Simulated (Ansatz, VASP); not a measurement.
# CdF2 in VASP and in Ansatz

```
Cd F
1.0
     0.00000    2.68258    2.68258
     2.68258    0.00000    2.68258
     2.68258    2.68258    0.00000
Cd F
1 2
Direct
  0.00000 0.00000 0.00000
  0.25000 0.25000 0.25000
  0.75000 0.75000 0.75000
```

Alike in both runs: task single point; functional r2SCAN; k mesh 8 × 8 × 8; no spin polarisation.

|  | VASP | Ansatz |
| --- | --- | --- |
| version | VASP 6.6.1 | Ansatz 0.2.0 |
| potentials or method | VASP PAW PBE potentials, release 64 (Cd_sv_GW, F) | plane waves, PAW |
| plane-wave cutoff (eV) | 770 | 500 |
| occupations | gaussian, width 0.01 eV | fixed |
| valence electrons in the cell | 34 | 34 |

|  | VASP | Ansatz | Ansatz less VASP |
| --- | --- | --- | --- |
| gap on the k mesh at the Fermi level (eV) | 3.84 | 3.84 | +0.006 |
| pressure (GPa) | 1.1 | 1.5 | +0.43 |

VASP's potentials were made for PBE, not for r2SCAN.
